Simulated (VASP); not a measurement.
# BaZrO3 (Pm-3m) in VASP: notebook, part 2 of 2

VASP 6.6.1.

### 4 Single point, PBE

This run uses another cell than the first one, of 14.56 Å³/atom, 1.011 times its volume.

File INCAR:

```
PREC     = Accurate       # precision mode
ENCUT    = 520            # plane-wave cutoff, eV
EDIFF    = 1E-7           # SCF threshold, eV
ISMEAR   = 0              # smearing method
SIGMA    = 0.01           # smearing width, eV
LREAL    = False          # projectors in reciprocal space
LASPH    = True           # aspherical terms in the spheres
NELM     = 80             # most SCF steps
ALGO     = Normal         # electronic algorithm
ISIF     = 2              # what is computed and relaxed
LWAVE    = False          # write WAVECAR
LCHARG   = False          # write CHGCAR
GGA      = PE             # functional
NBANDS   = 28             # bands
```

File KPOINTS:

```
Automatic mesh
0
Gamma
  6 6 6
```

File POSCAR:

```
BaZrO3
1.0
    4.1755936322      0.0000000000      0.0000000000
    0.0000000000      4.1755936322      0.0000000000
    0.0000000000      0.0000000000      4.1755936322
Ba Zr O
1 1 3
Direct
    0.0000000000      0.0000000000      0.0000000000
    0.5000000000      0.5000000000      0.5000000000
    0.0000000000      0.5000000000      0.5000000000
    0.5000000000      0.0000000000      0.5000000000
    0.5000000000      0.5000000000      0.0000000000
```

Started as:

```sh
$ cat potpaw_PBE.64/Ba_sv/POTCAR potpaw_PBE.64/Zr_sv/POTCAR potpaw_PBE.64/O/POTCAR > POTCAR
$ mpirun -np 1 vasp_std > vasp.out
```

Wall time 26 s (1 thread of Intel Xeon 6975P-C, shared host); peak memory 0.2 GiB.

The run converged. Its results:

* Free energy: -41.6539 eV
* Pressure: 7.1 GPa
* Band gap on the k mesh: 3.21 eV, indirect (least direct gap 3.42 eV)

Levels at points of the mesh, in eV from the valence-band top:
| k point | band 17 | band 18 | band 19 | band 20 | band 21 | band 22 | band 23 | band 24 |
| --- | --- | --- | --- | --- | --- | --- | --- | --- |
| (0.00, 0.00, 0.00) | -1.00 | -0.21 | -0.21 | -0.21 | 3.21 | 3.21 | 3.21 | 4.67 |
| (0.50, 0.00, 0.00) | -1.75 | -1.71 | -0.44 | -0.44 | 3.67 | 5.79 | 5.79 | 6.47 |
| (0.50, 0.50, 0.00) | -0.93 | -0.93 | -0.76 | -0.08 | 5.75 | 5.75 | 6.52 | 6.57 |
| (0.50, 0.50, 0.50) | -2.54 | 0.00 | 0.00 | 0.00 | 6.02 | 6.02 | 6.02 | 7.10 |

Caveat: spin-orbit coupling is left out, which moves the levels of the heavy elements. A k mesh can miss the band edges.

### 5 Single point, PBE

This run uses another cell than the first one, of 14.91 Å³/atom, 1.036 times its volume.

File INCAR:

```
PREC = Accurate
ENCUT = 520
EDIFF = 1E-6
ISMEAR = 0
SIGMA = 0.01
LREAL = False
LASPH = True
NELM = 100
ALGO = Normal
ISIF = 2
LWAVE = False
LCHARG = False
GGA = PE
NBANDS = 28
```

KPOINTS is that of step 4.

POSCAR: that of step 4 with these lines changed.

```diff
@@ -2,5 +2,5 @@
 1.0
-    4.1755936322      0.0000000000      0.0000000000
-    0.0000000000      4.1755936322      0.0000000000
-    0.0000000000      0.0000000000      4.1755936322
+    4.2091220657      0.0000000000      0.0000000000
+    0.0000000000      4.2091220657      0.0000000000
+    0.0000000000      0.0000000000      4.2091220657
 Ba Zr O
```

Started as:

```sh
$ cat potpaw_PBE.64/Ba_sv/POTCAR potpaw_PBE.64/Zr_sv/POTCAR potpaw_PBE.64/O/POTCAR > POTCAR
$ mpirun -np 1 vasp_std > vasp.out
```

Run time: 28 s. Hardware: 1 thread of Intel Xeon 6975P-C, shared host; peak memory 0.2 GiB.

The run converged. Its results:

```
Free energy            : -41.7107 eV
Pressure               : 3.0 GPa
Band gap on the k mesh : 3.16 eV, indirect (least direct gap 3.40 eV)
```

Levels at points of the mesh, in eV from the valence-band top:
| k point | band 17 | band 18 | band 19 | band 20 | band 21 | band 22 | band 23 | band 24 |
| --- | --- | --- | --- | --- | --- | --- | --- | --- |
| (0.00, 0.00, 0.00) | -0.97 | -0.24 | -0.24 | -0.24 | 3.16 | 3.16 | 3.16 | 4.64 |
| (0.50, 0.00, 0.00) | -1.71 | -1.65 | -0.47 | -0.47 | 3.60 | 5.63 | 5.63 | 6.38 |
| (0.50, 0.50, 0.00) | -0.93 | -0.93 | -0.82 | -0.08 | 5.60 | 5.60 | 6.38 | 6.42 |
| (0.50, 0.50, 0.50) | -2.53 | 0.00 | 0.00 | 0.00 | 5.93 | 5.93 | 5.93 | 6.89 |

Caveat: spin-orbit coupling is left out, which moves the levels of the heavy elements. A k mesh can miss the band edges.

### 6 Single point, PBE

This run uses another cell than the first one, of 15.11 Å³/atom, 1.049 times its volume.

File INCAR:

```
  PREC = Accurate
  ENCUT = 520
  EDIFF = 1E-6
  ISMEAR = 0
  SIGMA = 0.01
  LREAL = F
  LASPH = T
  NELM = 100
  ALGO = Normal
  ISIF = 2
  LWAVE = F
  LCHARG = T
  GGA = PE
  LELF = T
  LVHAR = T
  NBANDS = 28
```

File KPOINTS:

```
regular mesh
0
Gamma
  6 6 6
```

POSCAR: that of step 5 with these lines changed.

```diff
@@ -2,5 +2,5 @@
 1.0
-    4.2091220657      0.0000000000      0.0000000000
-    0.0000000000      4.2091220657      0.0000000000
-    0.0000000000      0.0000000000      4.2091220657
+    4.2272006661      0.0000000000      0.0000000000
+    0.0000000000      4.2272006661      0.0000000000
+    0.0000000000      0.0000000000      4.2272006661
 Ba Zr O
```

Potentials or basis: VASP PAW PBE potentials, release 64 (Ba_sv, Zr_sv, O).

Started as:

```sh
$ cat potpaw_PBE.64/Ba_sv/POTCAR potpaw_PBE.64/Zr_sv/POTCAR potpaw_PBE.64/O/POTCAR > POTCAR
$ mpirun -np 1 vasp_std > vasp.out
```

OUTCAR:

```text
PREC = Accurate
   ENCUT = 520
   EDIFF = 1E-6
   ISMEAR = 0
   LREAL = F
   LASPH = T
   NELM = 100
   ISIF = 2
   GGA = PE

 ion  position               nearest neighbor table
   1  0.000  0.000  0.000-   3 2.99   4 2.99   5 2.99   3 2.99   4 2.99   3 2.99   5 2.99   3 2.99
                             4 2.99   5 2.99   4 2.99   5 2.99   2 3.66   2 3.66   2 3.66   2 3.66
   2  0.500  0.500  0.500-   3 2.11   4 2.11   5 2.11   5 2.11   4 2.11   3 2.11   1 3.66   1 3.66
                             1 3.66   1 3.66   1 3.66   1 3.66   1 3.66   1 3.66
   3  0.000  0.500  0.500-   2 2.11   2 2.11   1 2.99   1 2.99   1 2.99   1 2.99
[... 820 lines left out ...]
  -------------------------------------------------------------------------------------
  Total        0.4432768      0.4432768      0.4432768      0.0000000      0.0000000     -0.0000000
  in kB        9.4021450      9.4021450      9.4021450      0.0000000      0.0000000     -0.0000000
  external PRESSURE =       9.4021450 kB  Pullay stress =       0.0000000 kB

 VOLUME and BASIS-vectors are now :
 -----------------------------------------------------------------------------
  energy-cutoff  :      520.00
  volume of cell :       75.54
      direct lattice vectors                 reciprocal lattice vectors
     4.227200666  0.000000000  0.000000000     0.236563172  0.000000000  0.000000000
     0.000000000  4.227200666  0.000000000     0.000000000  0.236563172  0.000000000
     0.000000000  0.000000000  4.227200666     0.000000000  0.000000000  0.236563172

 POSITION                                       TOTAL-FORCE (eV/Angst)
 -----------------------------------------------------------------------------------
      0.00000      0.00000      0.00000         0.000000      0.000000      0.000000
      2.11360      2.11360      2.11360         0.000000      0.000000      0.000000
      0.00000      2.11360      2.11360         0.000000      0.000000      0.000000
      2.11360      0.00000      2.11360         0.000000      0.000000      0.000000
      2.11360      2.11360      0.00000         0.000000      0.000000      0.000000
 -----------------------------------------------------------------------------------
    total drift:                                0.000000     -0.000000     -0.000000

  FREE ENERGIE OF THE ION-ELECTRON SYSTEM (eV)
  ---------------------------------------------------
  free  energy   TOTEN  =       -41.7234587395 eV

  energy  without entropy=      -41.7234587395  energy(sigma->0) =      -41.72345874
```

OSZICAR:

```text
N       E                     dE             d eps       ncg     rms          rms(c)
DAV:   1     0.310471177216E+03    0.31047E+03   -0.21912E+04  1120   0.140E+03
DAV:   2    -0.283368053300E+02   -0.33881E+03   -0.32635E+03  1432   0.350E+02
DAV:   3    -0.487637729997E+02   -0.20427E+02   -0.20350E+02  1724   0.810E+01
DAV:   4    -0.493581085296E+02   -0.59434E+00   -0.59349E+00  1520   0.110E+01
DAV:   5    -0.493702081127E+02   -0.12100E-01   -0.12098E-01  1576   0.121E+00    0.275E+01
DAV:   6    -0.418466340964E+02    0.75236E+01   -0.38770E+01  1332   0.380E+01    0.121E+01
DAV:   7    -0.417406416813E+02    0.10599E+00   -0.28134E+00  1572   0.917E+00    0.737E+00
DAV:   8    -0.417262268030E+02    0.14415E-01   -0.37677E-01  1352   0.439E+00    0.722E-01
DAV:   9    -0.417220296810E+02    0.41971E-02   -0.63902E-02  1528   0.138E+00    0.534E-01
DAV:  10    -0.417238528401E+02   -0.18232E-02   -0.17213E-02  1536   0.105E+00    0.264E-01
DAV:  11    -0.417233947174E+02    0.45812E-03   -0.22262E-03  1384   0.376E-01    0.406E-02
DAV:  12    -0.417234625394E+02   -0.67822E-04   -0.20248E-04  1320   0.962E-02    0.457E-02
DAV:  13    -0.417234582060E+02    0.43334E-05   -0.39354E-05  1632   0.425E-02    0.687E-03
DAV:  14    -0.417234587395E+02   -0.53351E-06   -0.51330E-06  1324   0.169E-02
   1 F= -.41723459E+02 E0= -.41723459E+02  d E =-.281940-165
```

stdout:

```text
POSCAR found type information on POSCAR BaZrO
 POSCAR found :  3 types and       5 ions
 scaLAPACK will be used
 LDA part: xc-table for (Slater+PW92), standard interpolation
 POSCAR, INCAR and KPOINTS ok, starting setup
 FFT: planning ... GRIDC
 FFT: planning ... GRID_SOFT
 FFT: planning ... GRID
 WAVECAR not read
 entering main loop
```

Run time: 32 s. Hardware: 1 thread of Intel Xeon 6975P-C, shared host; peak memory 0.2 GiB.

Results:

```
Free energy            : -41.7235 eV
Pressure               : 0.9 GPa
Band gap on the k mesh : 3.13 eV, indirect (least direct gap 3.38 eV)
```

Levels at points of the mesh, in eV from the valence-band top:
```
           k point  band 17  band 18  band 19  band 20  band 21  band 22  band 23  band 24
(0.00, 0.00, 0.00)    -0.95    -0.25    -0.25    -0.25     3.13     3.13     3.13     4.62
(0.50, 0.00, 0.00)    -1.69    -1.61    -0.49    -0.49     3.55     5.54     5.54     6.34
(0.50, 0.50, 0.00)    -0.93    -0.93    -0.85    -0.07     5.51     5.51     6.31     6.34
(0.50, 0.50, 0.50)    -2.52     0.00     0.00     0.00     5.88     5.88     5.88     6.78
```

Caveat: spin-orbit coupling is left out, which moves the levels of the heavy elements. A k mesh can miss the band edges.

### 7 Overview

```tsv
cell	gap on the mesh (eV)	pressure (GPa)
a = 4.160 Å, 5 atoms	3.24	9.2
a = 4.191 Å, 5 atoms	3.19	5.1
a = 4.176 Å, 5 atoms	3.21	7.1
a = 4.209 Å, 5 atoms	3.16	3.0
a = 4.227 Å, 5 atoms	3.13	0.9
```

Alike in all rows: task single point; level PBE; potentials or basis VASP PAW PBE potentials, release 64 (Ba_sv, Zr_sv, O); no spin polarisation; k mesh 6 × 6 × 6; cutoff (eV) 520; smearing gaussian 0.01 eV.

Caveats: spin-orbit coupling is left out, which moves the levels of the heavy elements.

Absolute energies hang on the potentials; compare differences alone.
